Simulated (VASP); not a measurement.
# Nb2C (Fm-3m) in VASP: single point with HSE06

Aim: the single point of Nb2C with HSE06.

Everything below comes from runs of VASP 6.6.1. Logs are shortened: lines on timing, memory, paths and dates and some standing lists are left out, and cuts for length are marked.

**1. The cell of the first run**

The structure is cubic, space group Fm-3m (No. 225). Conventional cell: a = 5.200 Å, b = 5.200 Å, c = 5.200 Å, α = 90.00°, β = 90.00°, γ = 90.00°. Nb (site symmetry -43m) has 4 C at 2.25 Å and 6 Nb at 2.60 Å within 3.0 Å. C (site symmetry m-3m) has 8 Nb at 2.25 Å within 3.0 Å.

**2. Single point, HSE06, collinear spin**

Input file POSCAR:

```
Nb2C
1.0
    0.0000000000      2.6002353400      2.6002353400
    2.6002353400      0.0000000000      2.6002353400
    2.6002353400      2.6002353400      0.0000000000
Nb C
2 1
Direct
    0.2500000000      0.2500000000      0.2500000000
    0.7500000000      0.7500000000      0.7500000000
    0.0000000000      0.0000000000      0.0000000000
```

Input file INCAR.step1:

```
SYSTEM = Nb2C
  PREC = Accurate
  ENCUT = 520
  EDIFF = 1E-5
  ISMEAR = -1
  SIGMA = 0.1
  LREAL = .FALSE.
  LASPH = .TRUE.
  NELM = 150
  ALGO = Normal
  ISIF = 2
  LWAVE = .TRUE.
  ISPIN = 2
  MAGMOM = 1 1 0
  LORBIT = 11
  LMAXMIX = 4
  GGA = PE
  NBANDS = 26
```

Input file INCAR.step2:

```
SYSTEM = Nb2C
  PREC = Accurate
  ENCUT = 520
  EDIFF = 1E-6
  ISMEAR = -1
  SIGMA = 0.1
  LREAL = .FALSE.
  LASPH = .TRUE.
  NELM = 150
  ALGO = Normal
  ISIF = 2
  LWAVE = .FALSE.
  LCHARG = .TRUE.
  ISPIN = 2
  MAGMOM = 1 1 0
  LORBIT = 11
  LMAXMIX = 4
  GGA = PE
  LHFCALC = .TRUE.
  HFSCREEN = 0.2079
  PRECFOCK = Normal
  LELF = .TRUE.
  LVHAR = .TRUE.
  ISTART = 1
  NBANDS = 26
```

Input file KPOINTS:

```
Automatic mesh
0
G
  4 4 4
  0 0 0
```

Potentials or basis: VASP PAW PBE potentials, release 64 (Nb_sv, C).

On the command line:

```bash
cat potpaw_PBE.64/Nb_sv/POTCAR potpaw_PBE.64/C/POTCAR > POTCAR
cp INCAR.step1 INCAR
mpirun -np 1 vasp_std > vasp.out
cp INCAR.step2 INCAR
mpirun -np 1 vasp_std > vasp.out
```

OUTCAR:

```text
SYSTEM = Nb2C
   PREC = Accurate
   ENCUT = 520
   EDIFF = 1E-6
   ISMEAR = -1
   LREAL = .FALSE.
   LASPH = .TRUE.
   NELM = 150
   ISIF = 2
   ISPIN = 2
   LORBIT = 11
   GGA = PE
   LHFCALC = .TRUE.
   HFSCREEN = 0.2079
   PRECFOCK = Normal
   ISTART = 1

 ion  position               nearest neighbor table
   1  0.250  0.250  0.250-   3 2.25   3 2.25   3 2.25   3 2.25   2 2.60   2 2.60   2 2.60   2 2.60
                             2 2.60   2 2.60
   2  0.750  0.750  0.750-   3 2.25   3 2.25   3 2.25   3 2.25   1 2.60   1 2.60   1 2.60   1 2.60
                             1 2.60   1 2.60
   3  0.000  0.000  0.000-   2 2.25   2 2.25   2 2.25   1 2.25   2 2.25   1 2.25   1 2.25   1 2.25

  LATTYP: Found a face centered cubic cell.
 ALAT       =     5.2004706800

  Lattice vectors:

 A1 = (   0.0000000000,   2.6002353400,   2.6002353400)
 A2 = (   2.6002353400,   0.0000000000,   2.6002353400)
 A3 = (   2.6002353400,   2.6002353400,   0.0000000000)

Analysis of symmetry for initial positions (statically):
=====================================================================
 Subroutine PRICEL returns:
 Original cell was already a primitive cell.

 Routine SETGRP: Setting up the symmetry group for a
 face centered cubic supercell.

 Subroutine GETGRP returns: Found 48 space group operations
 (whereof 48 operations were pure point group operations)
 out of a pool of 48 trial point group operations.

The static configuration has the point symmetry O_h .

Analysis of symmetry for dynamics (positions and initial velocities):
=====================================================================
 Subroutine PRICEL returns:
 Original cell was already a primitive cell.

 Routine SETGRP: Setting up the symmetry group for a
 face centered cubic supercell.

 Subroutine GETGRP returns: Found 48 space group operations
 (whereof 48 operations were pure point group operations)
 out of a pool of 48 trial point group operations.

The dynamic configuration has the point symmetry O_h .

Analysis of structural, dynamic, and magnetic symmetry:
=====================================================================
 Subroutine PRICEL returns:
 Original cell was already a primitive cell.

 Routine SETGRP: Setting up the symmetry group for a
 face centered cubic supercell.

 Subroutine GETGRP returns: Found 48 space group operations
 (whereof 48 operations were pure point group operations)
 out of a pool of 48 trial point group operations.

[... 114 lines left out ...]
   NKREDX  =     1    reduce k-point grid by
   NKREDY  =     1    reduce k-point grid by
   NKREDZ  =     1    reduce k-point grid by
   AEXX    =    0.2500 exact exchange contribution
   HFSCREEN=    0.2079 screening length (either q_TF or 0.3 A-1)
   HFSCREENC=   0.2079 screening length for correlation (either q_TF or 0.3 A-1)
   ENCUTFOCK=  -1.0 apply spherical cutoff to Coloumb kernel
   IVDW    =     0    specifies the selected vdW correction
   LEPSILON=     F    determine dielectric tensor
   LRPA    =     F    only Hartree local field effects (RPA)
 spin polarized calculation
  energy-cutoff  :      520.00
  volume of cell :       35.16
 maximum number of plane-waves:       960
  NGX = 24; NGY = 24; NGZ = 24

 number of electron      30.0000001 magnetization      -0.0001101

 Free energy of the ion-electron system (eV)
  ---------------------------------------------------
  ext. energy  EPLUGINS =         0.00000000
  ---------------------------------------------------
  free energy    TOTEN  =       -33.19069177 eV

  energy without entropy =      -33.10793736  energy(sigma->0) =      -33.14931456

 E-fermi :  14.9147     XC(G=0): -10.9824

 val. band max:       14.9067254444   @ k =  -0.2500   0.2500   0.0000
 cond. band min:      15.0076814327   @ k =   0.5000   0.2500   0.0000
 fundamental gap:      0.1009559883
 Fermi energy:        14.9146543242

 spin component 1

 k-point     1 :       0.0000    0.0000    0.0000
  band No.  band energies     occupation
      1     -44.8374      1.00000
      2     -43.8468      1.00000
      3     -19.9701      1.00000
      4     -19.9701      1.00000
      5     -19.9701      1.00000
      6     -18.3399      1.00000
[... 221 lines left out ...]
     25      28.8958      0.00000
     26      28.8958      0.00000
 Fermi energy:        14.9146543242

 spin component 2

 k-point     1 :       0.0000    0.0000    0.0000
  band No.  band energies     occupation
      1     -44.8374      1.00000
      2     -43.8468      1.00000
      3     -19.9702      1.00000
      4     -19.9702      1.00000
      5     -19.9702      1.00000
      6     -18.3399      1.00000
[... 221 lines left out ...]
     25      28.8958      0.00000
     26      28.8958      0.00000

------------------------ aborting loop because EDIFF is reached ----------------------------------------

  FORCE on cell =-STRESS in cart. coord.  units (eV):
  Direction    XX          YY          ZZ          XY          YZ          ZX
  --------------------------------------------------------------------------------------
  -------------------------------------------------------------------------------------
  Total       10.8894021     10.8894021     10.8894021      0.0000000     -0.0000000      0.0000000
  in kB      496.1884502    496.1884502    496.1884502      0.0000000     -0.0000000      0.0000000
  external PRESSURE =     496.1884502 kB  Pullay stress =       0.0000000 kB

 VOLUME and BASIS-vectors are now :
 -----------------------------------------------------------------------------
  energy-cutoff  :      520.00
  volume of cell :       35.16
      direct lattice vectors                 reciprocal lattice vectors
     0.000000000  2.600235340  2.600235340    -0.192290287  0.192290287  0.192290287
     2.600235340  0.000000000  2.600235340     0.192290287 -0.192290287  0.192290287
     2.600235340  2.600235340  0.000000000     0.192290287  0.192290287 -0.192290287

 POSITION                                       TOTAL-FORCE (eV/Angst)
 -----------------------------------------------------------------------------------
      1.30012      1.30012      1.30012        -0.000000     -0.000000     -0.000000
      3.90035      3.90035      3.90035         0.000000      0.000000      0.000000
      0.00000      0.00000      0.00000         0.000000      0.000000      0.000000
 -----------------------------------------------------------------------------------
    total drift:                                0.000000      0.000001      0.000001

  FREE ENERGIE OF THE ION-ELECTRON SYSTEM (eV)
  ---------------------------------------------------
  free  energy   TOTEN  =       -33.1906917713 eV

  energy  without entropy=      -33.1079373576  energy(sigma->0) =      -33.14931456

 total charge

# of ion       s       p       d       tot
------------------------------------------
    1        2.203   6.068   2.846  11.117
    2        2.203   6.068   2.846  11.117
    3        0.868   1.572   0.000   2.440
--------------------------------------------------
tot          5.274  13.709   5.692  24.674

 magnetization (x)

# of ion       s       p       d       tot
------------------------------------------
    1       -0.000  -0.000  -0.000  -0.000
    2       -0.000  -0.000  -0.000  -0.000
    3        0.000   0.000   0.000   0.000
--------------------------------------------------
tot          0.000   0.000  -0.000  -0.000
```

Wall time 40 min (1 thread of AMD EPYC 9R45 (Zen 5), shared host); peak memory 0.28 GiB.

Results:

- Free energy: -33.1907 eV
- Pressure: 49.6 GPa
- Band gap on the k mesh: zero (filled and empty bands overlap)
- Net moment: 0.00 μB per cell
- Valence electrons inside the program's atomic spheres: Nb 11.12; C 2.44

Levels at points of the mesh, in eV from the Fermi level:
Spin up:
```
           k point  band 13  band 14  band 15  band 16  band 17  band 18
(0.00, 0.00, 0.00)    -5.86    -5.86    -0.49     5.39     5.39     5.39
(0.50, 0.00, 0.00)    -1.80    -1.80    -1.52     0.23     0.23     0.48
(0.50, 0.50, 0.00)    -4.46    -4.46    -3.24     1.70     1.70     2.38
```
Spin down:
| k point | band 13 | band 14 | band 15 | band 16 | band 17 | band 18 |
| --- | --- | --- | --- | --- | --- | --- |
| (0.00, 0.00, 0.00) | -5.86 | -5.86 | -0.49 | 5.39 | 5.39 | 5.39 |
| (0.50, 0.00, 0.00) | -1.80 | -1.80 | -1.52 | 0.23 | 0.23 | 0.48 |
| (0.50, 0.50, 0.00) | -4.46 | -4.46 | -3.24 | 1.70 | 1.70 | 2.38 |

Caveat: the k points lie up to 0.52 Å⁻¹ apart, too coarse for converged energies and pressures of a metal; the PAW data sets were made with another functional, which shifts forces and pressure a little.
